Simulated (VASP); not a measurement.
# SiC3 (P-6m2) in VASP: relaxation of cell and atoms with PBE

Aim: the relaxation of cell and atoms of SiC3 with PBE.

Everything below comes from runs of VASP 6.6.1. Logs are shortened: lines on timing, memory, paths and dates and some standing lists are left out, and cuts for length are marked.

**1. The cell of the first run**

The structure is hexagonal, space group P-6m2 (No. 187). Conventional cell: a = 2.515 Å, b = 2.515 Å, c = 5.908 Å, α = 90.00°, β = 90.00°, γ = 120.00°. Within 2.7 Å of Si (site symmetry -6m2) lie 2 C at 2.05 Å and 6 Si at 2.52 Å. Within 2.3 Å of C (site symmetry 3m) lie 4 C at 1.71 to 1.80 Å and 1 Si at 2.05 Å. C (site symmetry -6m2) has 6 C at 1.71 Å within 2.3 Å.

The cell was built from a structure type or drawn by symmetry, and may not be a known phase.

**2. Relaxation of cell and atoms, PBE**

Input file INCAR:

```
  ALGO = Normal
  EDIFF = 1E-6
  EDIFFG = -0.01
  ENCUT = 600
  GGA = PE
  IBRION = 2
  ISIF = 3
  ISMEAR = 0
  LASPH = True
  LCHARG = False
  LREAL = False
  LWAVE = False
  NELM = 60
  NSW = 100
  PREC = Accurate
  SIGMA = 0.1
```

Input file KPOINTS:

```
k-points
0
Gamma
  24 24 8
```

Input file POSCAR:

```
SiC3
1.0
    2.5151528712      0.0000000000      0.0000000000
   -1.2575764356      2.1781862809      0.0000000000
    0.0000000000      0.0000000000      5.9080267048
Si C
1 3
Direct
    0.0000000000      0.0000000000      0.0000000000
    0.0000000000      0.0000000000      0.6526860679
    0.0000000000      0.0000000000      0.3473139321
    0.6666666667      0.3333333333      0.5000000000
```

Potentials or basis: VASP PAW PBE potentials, release 64 (Si, C).

Started as:

```console
$ cat potpaw_PBE.64/Si/POTCAR potpaw_PBE.64/C/POTCAR > POTCAR
$ mpirun -np 1 vasp_std > vasp.out
```

OUTCAR:

```text
EDIFF = 1E-6
   EDIFFG = -0.01
   ENCUT = 600
   GGA = PE
   IBRION = 2
   ISIF = 3
   ISMEAR = 0
   LASPH = True
   LREAL = False
   NELM = 60
   NSW = 100
   PREC = Accurate

 ion  position               nearest neighbor table
   1  0.000  0.000  0.000-   2 2.05   3 2.05
   2  0.000  0.000  0.653-   4 1.71   4 1.71   4 1.71   3 1.80   1 2.05
   3  0.000  0.000  0.347-   4 1.71   4 1.71   4 1.71   2 1.80   1 2.05
   4  0.667  0.333  0.500-   2 1.71   3 1.71   2 1.71   3 1.71   2 1.71   3 1.71

  LATTYP: Found a hexagonal cell.
 ALAT       =     2.5151528712
 C/A-ratio  =     2.3489732065

  Lattice vectors:

 A1 = (   2.5151528712,   0.0000000000,   0.0000000000)
 A2 = (  -1.2575764356,   2.1781862809,   0.0000000000)
 A3 = (   0.0000000000,   0.0000000000,   5.9080267048)

Analysis of symmetry for initial positions (statically):
=====================================================================
 Subroutine PRICEL returns:
 Original cell was already a primitive cell.

 Routine SETGRP: Setting up the symmetry group for a
 hexagonal supercell.

 Subroutine GETGRP returns: Found 12 space group operations
 (whereof 12 operations were pure point group operations)
 out of a pool of 24 trial point group operations.

The static configuration has the point symmetry D_3h.

Analysis of symmetry for dynamics (positions and initial velocities):
=====================================================================
 Subroutine PRICEL returns:
 Original cell was already a primitive cell.

 Routine SETGRP: Setting up the symmetry group for a
 hexagonal supercell.

 Subroutine GETGRP returns: Found 12 space group operations
 (whereof 12 operations were pure point group operations)
 out of a pool of 24 trial point group operations.

The dynamic configuration has the point symmetry D_3h.

 Subroutine INISYM returns: Found 12 space group operations
 (whereof 12 operations are pure point group operations),
 and found     1 'primitive' translations

----------------------------------------------------------------------------------------

                                     Primitive cell

  volume of cell :      32.3670

  direct lattice vectors                    reciprocal lattice vectors
     2.515152871  0.000000000  0.000000000     0.397590147  0.229548778  0.000000000
    -1.257576436  2.178186281  0.000000000     0.000000000  0.459097557  0.000000000
     0.000000000  0.000000000  5.908026705     0.000000000  0.000000000  0.169261253

  length of vectors
     2.515152871  2.515152871  5.908026705     0.459097557  0.459097557  0.169261253

  position of ions in fractional coordinates (direct lattice)
     0.000000000  0.000000000  0.000000000
     0.000000000  0.000000000  0.652686068
     0.000000000  0.000000000  0.347313932
[... 107 lines left out ...]
   AEXX    =    0.0000 exact exchange contribution
   IVDW    =     0    specifies the selected vdW correction
   LEPSILON=     F    determine dielectric tensor
   LRPA    =     F    only Hartree local field effects (RPA)
 conjugate gradient relaxation of ions
 non-spin polarized calculation
 Gauss-broadening in eV      SIGMA  =   0.10
  energy-cutoff  :      600.00
  volume of cell :       32.37
 maximum number of plane-waves:      1106
 NGX is ok and might be reduce to    20
   NGX =  9   NGY =  9   NGZ = 23

--------------------------------------- Ionic step        1  -------------------------------------------

 number of electron      15.9999999 magnetization

 Free energy of the ion-electron system (eV)
  ---------------------------------------------------
  ext. energy  EPLUGINS =         0.00000000
  ---------------------------------------------------
  free energy    TOTEN  =       -25.42131173 eV

  energy without entropy =      -25.41587547  energy(sigma->0) =      -25.41859360

------------------------ aborting loop because EDIFF is reached ----------------------------------------

  FORCE on cell =-STRESS in cart. coord.  units (eV):
  Direction    XX          YY          ZZ          XY          YZ          ZX
  --------------------------------------------------------------------------------------
  -------------------------------------------------------------------------------------
  Total        0.0923441      0.0923441     -0.6540622      0.0000000      0.0000000      0.0000000
  in kB        4.5710684      4.5710684    -32.3763403      0.0000000      0.0000000      0.0000000
  external PRESSURE =      -7.7447345 kB  Pullay stress =       0.0000000 kB
[... 139 lines left out ...]
--------------------------------------- Ionic step        5  -------------------------------------------

 number of electron      15.9999999 magnetization

 Free energy of the ion-electron system (eV)
  ---------------------------------------------------
  ext. energy  EPLUGINS =         0.00000000
  ---------------------------------------------------
  free energy    TOTEN  =       -25.42462344 eV

  energy without entropy =      -25.41997198  energy(sigma->0) =      -25.42229771

 E-fermi :  10.5837     XC(G=0): -12.3299

 val. band max:       10.5795345537   @ k =   0.3750   0.0833   0.5000
 cond. band min:      10.5922704730   @ k =   0.3750   0.0833   0.1250
 fundamental gap:      0.0127359193
 Fermi energy:        10.5836838022

 k-point     1 :       0.0000    0.0000    0.0000
  band No.  band energies     occupation
      1     -11.7523      2.00000
      2      -4.4432      2.00000
      3      -3.5065      2.00000
      4       5.8785      2.00000
      5       6.0600      2.00000
      6       7.4270      2.00000
      7       7.4270      2.00000
      8      13.5041      0.00000
      9      13.5041      0.00000
     10      14.9208      0.00000
     11      14.9208      0.00000
     12      15.4614      0.00000
[... 331 lines left out ...]
 k-point    24 :       0.4583    0.0417    0.0000
  band No.  band energies     occupation
      1      -6.8879      2.00000
      2      -3.9655      2.00000
      3       0.5511      2.00000
      4       2.3030      2.00000
      5       2.7929      2.00000
      6       3.8848      2.00000
      7       4.7062      2.00000
      8      10.7280      0.04130
      9      10.8938      0.00001
     10      11.5556      0.00000
     11      13.1274      0.00000
     12      15.2273      0.00000

 [... further k-points ...]

------------------------ aborting loop because EDIFF is reached ----------------------------------------

  FORCE on cell =-STRESS in cart. coord.  units (eV):
  Direction    XX          YY          ZZ          XY          YZ          ZX
  --------------------------------------------------------------------------------------
  -------------------------------------------------------------------------------------
  Total       -0.0185935     -0.0185935      0.0266152      0.0000000      0.0000000      0.0000000
  in kB       -0.9259758     -0.9259758      1.3254665      0.0000000      0.0000000      0.0000000
  external PRESSURE =      -0.1754950 kB  Pullay stress =       0.0000000 kB
[... 19 lines left out ...]
  FREE ENERGIE OF THE ION-ELECTRON SYSTEM (eV)
  ---------------------------------------------------
  free  energy   TOTEN  =       -25.4246234394 eV

  energy  without entropy=      -25.4199719768  energy(sigma->0) =      -25.42229771

 reached required accuracy - stopping structural energy minimisation
```

OSZICAR:

```text
N       E                     dE             d eps       ncg     rms          rms(c)
DAV:   1     0.414133522323E+02    0.41413E+02   -0.84777E+03  7328   0.135E+03
DAV:   2    -0.223250906444E+02   -0.63738E+02   -0.59261E+02  9836   0.204E+02
DAV:   3    -0.256369713088E+02   -0.33119E+01   -0.32190E+01  9700   0.443E+01
[... 32 lines left out ...]
       N       E                     dE             d eps       ncg     rms          rms(c)
DAV:   1    -0.254246239327E+02   -0.29002E-04   -0.62502E-03  7336   0.709E-01    0.239E-02
DAV:   2    -0.254246272708E+02   -0.33381E-05   -0.10950E-04 10124   0.935E-02    0.120E-02
DAV:   3    -0.254246236855E+02    0.35853E-05   -0.75876E-06  8944   0.233E-02    0.398E-03
DAV:   4    -0.254246234394E+02    0.24604E-06   -0.91490E-07  5016   0.854E-03
   5 F= -.25424623E+02 E0= -.25422298E+02  d E =-.776440E-03
```

Wall time 4.3 min (1 thread of Intel Xeon 8259CL, shared host); peak memory 0.26 GiB.

What came out:

- Free energy: -25.4246 eV
- Relaxed volume: 8.04 Å³/atom
- Relaxed cell: a = 2.519 Å, b = 2.519 Å, c = 5.855 Å, α = 90.00°, β = 90.00°, γ = 120.00°
- Space group after relaxing (to 0.1 Å): P-6m2 (No. 187)
- Energy gained by relaxing: 0.8 meV/atom
- Ionic steps: 5
- Pressure after relaxing: 0.0 GPa
- Largest force after relaxing: 0.006 eV/Å
- Band gap on the k mesh: zero (bands 8 and 9 overlap by 6.54 eV)

Forces in eV/Å, atoms in the order of the input:
```
Si   0.000  0.000  0.000
C    0.000  0.000  0.006
C    0.000  0.000 -0.006
C    0.000  0.000  0.000
```

Step by step:
| step | energy change (eV) | largest force (eV/Å) | pressure (GPa) | volume (Å³) |
| --- | --- | --- | --- | --- |
| 1 | 0.0000 | 0.0237 | -0.77 | 32.37 |
| 2 | -0.0025 | 0.1488 | 0.21 | 32.18 |
| 3 | -0.0025 | 0.1376 | 0.13 | 32.20 |
| 4 | -0.0033 | 0.0194 | -0.04 | 32.17 |
| 5 | -0.0033 | 0.0058 | -0.02 | 32.17 |

Final structure:
```
Si C
1.0
     2.51888    0.00000    0.00000
    -1.25944    2.18141    0.00000
     0.00000    0.00000    5.85499
Si C
1 3
Cartesian
  0.0000 0.0000 0.0000
  0.0000 0.0000 3.8283
  0.0000 0.0000 2.0267
  1.2594 0.7271 2.9275
```
